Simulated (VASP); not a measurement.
**AlRu: relaxation of cell and atoms with r2SCAN**

The system is AlRu.

```
Al Ru
1.0
     2.98250    0.00000    0.00000
     0.00000    2.98250    0.00000
     0.00000    0.00000    2.98250
Al Ru
1 1
Direct
  0.00000 0.00000 0.00000
  0.50000 0.50000 0.50000
```

```
Program                : VASP 6.6.1
Task                   : relaxation of cell and atoms
Functional             : r2SCAN
Potentials or basis    : VASP PAW PBE potentials, release 64 (Al, Ru_pv)
Cutoff                 : 600 eV
k mesh                 : 14 × 14 × 14
Occupations            : gaussian, width 0.1 eV
Spin                   : no spin polarisation
Dipole correction      : no
Further INCAR settings : ALGO = Normal; EDIFF = 1e-07; IBRION = 2; EDIFFG = -0.002; NSW = 100; ISIF = 3
```

```
Relaxed volume                        : 13.28 Å³/atom
Relaxed cell                          : a = 2.983 Å, b = 2.983 Å, c = 2.983 Å, α = 90.00°, β = 90.00°, γ = 90.00°
Space group after relaxing (to 0.1 Å) : Pm-3m (No. 221)
Energy gained by relaxing             : 0.0 meV/atom
Ionic steps                           : 3
Pressure after relaxing               : 0.0 GPa
Band gap on the k mesh                : zero (an odd number of electrons rules out a gap without spin polarisation)
```

Final structure:
```
Al Ru
1.0
     2.98325    0.00000    0.00000
     0.00000    2.98325    0.00000
     0.00000    0.00000    2.98325
Al Ru
1 1
Direct
  0.00000 0.00000 0.00000
  0.50000 0.50000 0.50000
```

Levels at points of the mesh, in eV from the Fermi level:
```
           k point  band 6  band 7  band 8  band 9  band 10  band 11  band 12
(0.00, 0.00, 0.00)   -3.73    0.17    0.17    0.17     6.55     6.55     6.55
(0.50, 0.00, 0.00)   -2.84   -1.71   -1.71    0.44     2.54     7.73    10.37
(0.50, 0.50, 0.00)   -1.49   -1.49   -1.26   -1.26     1.74     5.71     6.85
(0.50, 0.50, 0.50)   -4.97    1.84    1.84    3.25     4.34     4.34     4.34
```

It took 2.9 min on 1 thread of Intel(R) Xeon(R) Platinum 8259CL CPU @ 2.50GHz (Skylake/Cascade Lake), on a shared host, peak memory 0.19 GiB.

Caveat: the PAW data sets were made with another functional, which shifts forces and pressure a little.
